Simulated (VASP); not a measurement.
# Os in VASP: notebook

Runs on Os. Level: PBE. Tasks: single point.

Everything below comes from runs of VASP 6.6.1. Logs are shortened: lines on timing, memory, paths and dates and some standing lists are left out, and cuts for length are marked.

### 1 The cell of the first run

The typed cell holds 2 atoms: a = 2.746 Å, b = 2.746 Å, c = 4.326 Å, α = 90.00°, β = 90.00°, γ = 120.00°.

### 2 Single point, PBE

The input, INCAR:

```
SYSTEM = Os
  PREC = Accurate
  ENCUT = 600
  EDIFF = 1E-6
  ISMEAR = -1
  SIGMA = 0.06802846561497
  LREAL = .False.
  LASPH = .True.
  NELM = 120
  ALGO = Normal
  ISIF = 2
  LWAVE = .False.
  LCHARG = .False.
  GGA = PE
  NBANDS = 15
  GGA_COMPAT = .False.
```

The input, KPOINTS:

```
regular mesh
0
Gamma
  7 1 1
  0 0 0
```

The input, POSCAR:

```
Os
1.0
    2.7461342319      0.0000000000      0.0000000000
   -1.3730671160      2.3782220070      0.0000000000
    0.0000000000      0.0000000000      4.3263142200
Os
2
Direct
    0.3296037188      0.6781986511      0.2521743198
    0.6666038559      0.3369362538      0.7395298906
```

Potentials or basis: VASP PAW PBE potentials, release 64 (Os).

Run with:

```bash
> cat potpaw_PBE.64/Os/POTCAR > POTCAR
> mpirun -np 1 vasp_std > vasp.out
```

OUTCAR:

```text
SYSTEM = Os
   PREC = Accurate
   ENCUT = 600
   EDIFF = 1E-6
   ISMEAR = -1
   LREAL = .False.
   LASPH = .True.
   NELM = 120
   ISIF = 2
   GGA = PE

 ion  position               nearest neighbor table
   1  0.330  0.678  0.252-   2 2.63   2 2.63   2 2.65   2 2.72   2 2.72   2 2.74
   2  0.667  0.337  0.740-   1 2.63   1 2.63   1 2.65   1 2.72   1 2.72   1 2.74

  LATTYP: Found a hexagonal cell.
 ALAT       =     2.7461342319
 C/A-ratio  =     1.5754197918

  Lattice vectors:

 A1 = (   2.7461342319,   0.0000000000,   0.0000000000)
 A2 = (  -1.3730671160,   2.3782220070,   0.0000000000)
 A3 = (   0.0000000000,   0.0000000000,   4.3263142200)

Analysis of symmetry for initial positions (statically):
=====================================================================
 Subroutine PRICEL returns:
 Original cell was already a primitive cell.

 Routine SETGRP: Setting up the symmetry group for a
 hexagonal supercell.

 Subroutine GETGRP returns: Found  2 space group operations
 (whereof  1 operations were pure point group operations)
 out of a pool of 24 trial point group operations.

The static configuration has the point symmetry C_1 .
 The point group associated with its full space group is S_2 .

Analysis of symmetry for dynamics (positions and initial velocities):
=====================================================================
 Subroutine PRICEL returns:
 Original cell was already a primitive cell.

 Routine SETGRP: Setting up the symmetry group for a
 hexagonal supercell.

 Subroutine GETGRP returns: Found  2 space group operations
 (whereof  1 operations were pure point group operations)
 out of a pool of 24 trial point group operations.

The dynamic configuration has the point symmetry C_1 .
 The point group associated with its full space group is S_2 .

 Subroutine INISYM returns: Found  2 space group operations
 (whereof  1 operations are pure point group operations),
 and found     1 'primitive' translations

----------------------------------------------------------------------------------------

                                     Primitive cell

  volume of cell :      28.2548

  direct lattice vectors                    reciprocal lattice vectors
     2.746134232  0.000000000  0.000000000     0.364148259  0.210241095  0.000000000
    -1.373067116  2.378222007  0.000000000     0.000000000  0.420482191  0.000000000
     0.000000000  0.000000000  4.326314220     0.000000000  0.000000000  0.231143636

  length of vectors
     2.746134232  2.746134232  4.326314220     0.420482191  0.420482191  0.231143636

  position of ions in fractional coordinates (direct lattice)
     0.329603719  0.678198651  0.252174320
     0.666603856  0.336936254  0.739529891

  ion indices of the primitive-cell ions
   primitive index   ion index
                 1           1
                 2           2

----------------------------------------------------------------------------------------

 KPOINTS: regular mesh

Automatic generation of k-mesh.
 Grid dimensions read from file:
 generate k-points for:    7    1    1

 Generating k-lattice:

  Cartesian coordinates                     Fractional coordinates (reciprocal lattice)
     0.052021180  0.030034442  0.000000000     0.142857143  0.000000000  0.000000000
     0.000000000  0.420482191  0.000000000     0.000000000  1.000000000  0.000000000
     0.000000000  0.000000000  0.231143636     0.000000000  0.000000000  1.000000000

  Length of vectors
     0.060068884  0.420482191  0.231143636

  Shift w.r.t. Gamma in fractional coordinates (k-lattice)
     0.000000000  0.000000000  0.000000000

 -----------------------------------------------------------------------------
|                                                                             |
|           W    W    AA    RRRRR   N    N  II  N    N   GGGG   !!!           |
|           W    W   A  A   R    R  NN   N  II  NN   N  G    G  !!!           |
|           W    W  A    A  R    R  N N  N  II  N N  N  G       !!!           |
|           W WW W  AAAAAA  RRRRR   N  N N  II  N  N N  G  GGG   !            |
|           WW  WW  A    A  R   R   N   NN  II  N   NN  G    G                |
|           W    W  A    A  R    R  N    N  II  N    N   GGGG   !!!           |
|                                                                             |
|     Your reciprocal lattice and k-lattice belong to different lattice       |
|     classes:                                                                |
|                                                                             |
|        The reciprocal lattice is hexagonal,                                 |
|        whereas your k-lattice is base centered orthorhombic.                |
|                                                                             |
|     Results are often still useful ...                                      |
|                                                                             |
 -----------------------------------------------------------------------------

 WARNING: IBZKPT: internal override: KBLOWUP is changed to .FALSE.
      ... skipping the blow-up phase ...

 Subroutine IBZKPT returns following result:
 ===========================================

 Found      4 irreducible k-points:

 Following reciprocal coordinates:
            Coordinates               Weight
  0.000000  0.000000  0.000000      1.000000
  0.142857  0.000000  0.000000      2.000000
  0.285714  0.000000  0.000000      2.000000
  0.428571  0.000000  0.000000      2.000000
   k-points           NKPTS =      4   k-points in BZ     NKDIM =      4   number of bands    NBANDS=     15
   number of dos      NEDOS =    301   number of ions     NIONS =      2
   total plane-waves  NPLWV =  20736
   dimension x,y,z NGX =    24 NGY =   24 NGZ =   36
   dimension x,y,z NGXF=    48 NGYF=   48 NGZF=   72
   ions per type =               2
   NGX,Y,Z   is equivalent  to a cutoff of  14.53, 14.53, 13.83 a.u.
   NGXF,Y,Z  is equivalent  to a cutoff of  29.06, 29.06, 27.67 a.u.
 SYSTEM =  Os
   PREC   = accura    normal or accurate (medium, high low for compatibility)
   ISTART =      0    job   : 0-new  1-cont  2-samecut
   ICHARG =      2    charge: 1-file 2-atom 10-const
   ISPIN  =      1    spin polarized calculation?
   LNONCOLLINEAR =      F non collinear calculations
   LSORBIT =      F    spin-orbit coupling
   LASPH  =      T    aspherical Exc in radial PAW
   ENCUT  =  600.0 eV  44.10 Ry    6.64 a.u.   5.48  5.48  8.64*2*pi/ulx,y,z
   NELM   =    120;   NELMIN=  2; NELMDL= -5     # of ELM steps
   EDIFF  = 0.1E-05   stopping-criterion for ELM
   LREAL  =      F    real-space projection
   EDIFFG = 0.1E-04   stopping-criterion for IOM
   NSW    =      0    number of steps for IOM
   IBRION =     -1    ionic relax: 0-MD 1-quasi-New 2-CG
   NFREE  =      0    steps in history (QN), initial steepest desc. (CG)
   ISIF   =      2    stress and relaxation
   ISYM   =      2    0-nonsym 1-usesym 2-fastsym
   POTIM  = 0.5000    time-step for ionic-motion
   TEBEG  =    0.0;   TEEND  =   0.0 temperature during run
   PSTRESS=    0.0 pullay stress
   NELECT =      16.0000    total number of electrons
   NUPDOWN=      -1.0000    fix difference up-down
   EMIN   =  10.00;   EMAX   =-10.00  energy-range for DOS
   EFERMI =   0.00;   METHOD = LEGACY
   ISMEAR =    -1;   SIGMA  =   0.07  broadening in eV -4-tet -1-fermi 0-gaus
   EFERMI_NEDOS =   21; number of points for ismear=-14 and -15
   IALGO  =     38    algorithm
   IMIX   =      4    mixing-type and parameters
     AMIX     =   0.40;   BMIX     =  1.00
     AMIX_MAG =   1.60;   BMIX_MAG =  1.00
  volume/ion in A,a.u.               =      14.13        95.34
  Fermi-wavevector in a.u.,A,eV,Ry     =   1.354412  2.559467 24.958956  1.834432
  Thomas-Fermi vector in A             =   2.481586
   LORBIT       =      0    0 simple, 1 ext, 2 COOP (PROOUT), +10 PAW based schemes
   GGA     = PE    functional components
   LHFCALC =     F    Hartree Fock is set to
   AEXX    =    0.0000 exact exchange contribution
   IVDW    =     0    specifies the selected vdW correction
   LEPSILON=     F    determine dielectric tensor
   LRPA    =     F    only Hartree local field effects (RPA)
 non-spin polarized calculation
  energy-cutoff  :      600.00
  volume of cell :       28.25
 maximum number of plane-waves:       965
 NGX is ok and might be reduce to    24
   NGX = 11   NGY = 11   NGZ = 17

 number of electron      16.0000000 magnetization

 Free energy of the ion-electron system (eV)
  ---------------------------------------------------
  ext. energy  EPLUGINS =         0.00000000
  ---------------------------------------------------
  free energy    TOTEN  =       -24.29454954 eV

  energy without entropy =      -24.24531255  energy(sigma->0) =      -24.26993105

 E-fermi :   8.0809     XC(G=0): -13.9355

 val. band max:        8.0306586504   @ k =   0.0000   0.0000   0.0000
 cond. band min:       8.9896148052   @ k =   0.2857   0.0000   0.0000
 fundamental gap:      0.9589561548
 Fermi energy:         8.0809213679

 k-point     1 :       0.0000    0.0000    0.0000
  band No.  band energies     occupation
      1      -1.5387      2.00000
      2       1.7151      2.00000
      3       6.3422      2.00000
      4       6.6341      2.00000
      5       6.6605      2.00000
      6       7.1616      2.00000
      7       7.4044      1.99990
      8       7.8448      1.93971
      9       8.0307      1.35349
     10       9.3631      0.00000
     11      11.0151      0.00000
     12      11.2713      0.00000
     13      18.3551      0.00000
     14      23.4026      0.00000
     15      26.0891      0.00000

 k-point     2 :       0.1429    0.0000    0.0000
  band No.  band energies     occupation
      1      -0.7328      2.00000
      2       2.4331      2.00000
      3       5.5768      2.00000
      4       6.4549      2.00000
      5       7.0345      2.00000
      6       7.0743      2.00000
      7       7.3660      1.99995
      8       7.5783      1.99876
      9       7.9450      1.76112
     10       7.9874      1.59611
     11      11.5184      0.00000
     12      14.0434      0.00000
     13      18.2634      0.00000
     14      24.8609      0.00000
     15      26.9895      0.00000

 k-point     3 :       0.2857    0.0000    0.0000
  band No.  band energies     occupation
      1       1.1829      2.00000
      2       3.2742      2.00000
      3       4.2687      2.00000
      4       5.1124      2.00000
      5       6.5332      2.00000
      6       6.7147      2.00000
      7       7.3027      1.99998
      8       8.9896      0.00000
      9       9.1876      0.00000
     10       9.6449      0.00000
     11      12.0022      0.00000
     12      17.7290      0.00000
     13      17.9179      0.00000
     14      21.9924      0.00000
     15      24.8391      0.00000

 k-point     4 :       0.4286    0.0000    0.0000
  band No.  band energies     occupation
      1       2.4661      2.00000
      2       2.7494      2.00000
      3       3.0690      2.00000
      4       5.9843      2.00000
      5       6.0633      2.00000
      6       6.8477      2.00000
      7       7.6253      1.99754
      8      11.0891      0.00000
      9      11.6253      0.00000
     10      12.1654      0.00000
     11      12.2273      0.00000
     12      16.7752      0.00000
     13      18.0983      0.00000
     14      20.8545      0.00000
     15      21.4314      0.00000

------------------------ aborting loop because EDIFF is reached ----------------------------------------

  FORCE on cell =-STRESS in cart. coord.  units (eV):
  Direction    XX          YY          ZZ          XY          YZ          ZX
  --------------------------------------------------------------------------------------
  -------------------------------------------------------------------------------------
  Total        1.3855693     -3.3834133      2.3503327      5.2657860      0.0572407     -0.0284794
  in kB       78.5681677   -191.8551299    133.2746991    298.5943426      3.2458136     -1.6149111
  external PRESSURE =       6.6625790 kB  Pullay stress =       0.0000000 kB

 VOLUME and BASIS-vectors are now :
 -----------------------------------------------------------------------------
  energy-cutoff  :      600.00
  volume of cell :       28.25
      direct lattice vectors                 reciprocal lattice vectors
     2.746134232  0.000000000  0.000000000     0.364148259  0.210241095  0.000000000
    -1.373067116  2.378222007  0.000000000     0.000000000  0.420482191  0.000000000
     0.000000000  0.000000000  4.326314220     0.000000000  0.000000000  0.231143636

 POSITION                                       TOTAL-FORCE (eV/Angst)
 -----------------------------------------------------------------------------------
     -0.02608      1.61291      1.09099        -1.190491     -0.852116     -0.277653
      1.36795      0.80131      3.19944         1.190491      0.852116      0.277653
 -----------------------------------------------------------------------------------
    total drift:                               -0.000001      0.000000      0.000002

  FREE ENERGIE OF THE ION-ELECTRON SYSTEM (eV)
  ---------------------------------------------------
  free  energy   TOTEN  =       -24.2945495442 eV

  energy  without entropy=      -24.2453125542  energy(sigma->0) =      -24.26993105
```

Run time: 4.4 s. Hardware: 1 thread of Intel Xeon Platinum 8259CL at 2.50GHz (Skylake/Cascade Lake), shared host; peak memory 0.15 GiB.

What came out:

```yaml
Free_energy: -24.2945 eV
Pressure: 0.7 GPa
Largest_force: 1.490 eV/Å
Band_gap_on_the_k_mesh: zero (bands 8 and 9 overlap by 3.14 eV)
```

Forces on the atoms (eV/Å):
```
Os  -1.190 -0.852 -0.278
Os   1.190  0.852  0.278
```

Stress tensor (GPa, compression positive):
```
  7.86  29.86  -0.16
 29.86 -19.19   0.32
 -0.16   0.32  13.33
```

Caveat: the k points lie up to 2.30 Å⁻¹ apart, too coarse for converged energies and pressures of a metal; spin-orbit coupling is left out, which moves the levels of the heavy elements; forces of over 1 eV/Å act on the atoms, so gaps and moduli don't describe the material at rest.

### 3 Single point, PBE

The input, INCAR:

```
  PREC = Accurate
  ENCUT = 600
  EDIFF = 1E-6
  ISMEAR = -1
  SIGMA = 0.08617333262145177
  LREAL = F
  LASPH = T
  NELM = 120
  ALGO = Normal
  ISIF = 2
  LWAVE = F
  LCHARG = F
  GGA = PE
  NBANDS = 15
  NELECT = 18.0
  ISYM = 0
  GGA_COMPAT = F
```

The input, KPOINTS:

```
regular mesh
0
Gamma
  5 2 1
```

The input, POSCAR:

```
Os
1.0
    2.7461342319      0.0000000000      0.0000000000
   -1.3730671160      2.3782220070      0.0000000000
    0.0000000000      0.0000000000      4.3263142200
Os
2
Direct
    0.3333333333      0.6666666667      0.2500000000
    0.6666666667      0.3333333333      0.7500000000
```

Potentials or basis: VASP PAW PBE potentials, release 64 (Os).

Run with:

```bash
> cat potpaw_PBE.64/Os/POTCAR > POTCAR
> mpirun -np 1 vasp_std > vasp.out
```

It took 5.5 s on 1 thread of Intel Xeon Platinum 8259CL at 2.50GHz (Skylake/Cascade Lake), shared host; peak memory 0.15 GiB.

The run converged. Its results:

```
Free energy   : -0.5795 eV
Largest force : 0.233 eV/Å
```

Forces on the atoms (eV/Å):
```
Os  -0.227 -0.053  0.000
Os   0.227  0.053  0.000
```

Levels at points of the mesh, in eV from the Fermi level:
| k point | band 7 | band 8 | band 9 | band 10 | band 11 | band 12 |
| --- | --- | --- | --- | --- | --- | --- |
| (0.00, 0.00, 0.00) | -4.27 | -3.80 | -3.57 | -2.99 | -0.39 | -0.18 |
| (0.00, 0.50, 0.00) | -4.04 | 0.15 | 0.74 | 0.97 | 2.29 | 3.31 |

Caveat: the k points lie up to 1.45 Å⁻¹ apart, too coarse for converged energies and pressures of a metal; the cell carries a net charge on a neutralising background, which shifts energy and pressure; the cell is charged against a uniform background, so pressure and absolute levels hang on convention; spin-orbit coupling is left out, which moves the levels of the heavy elements.
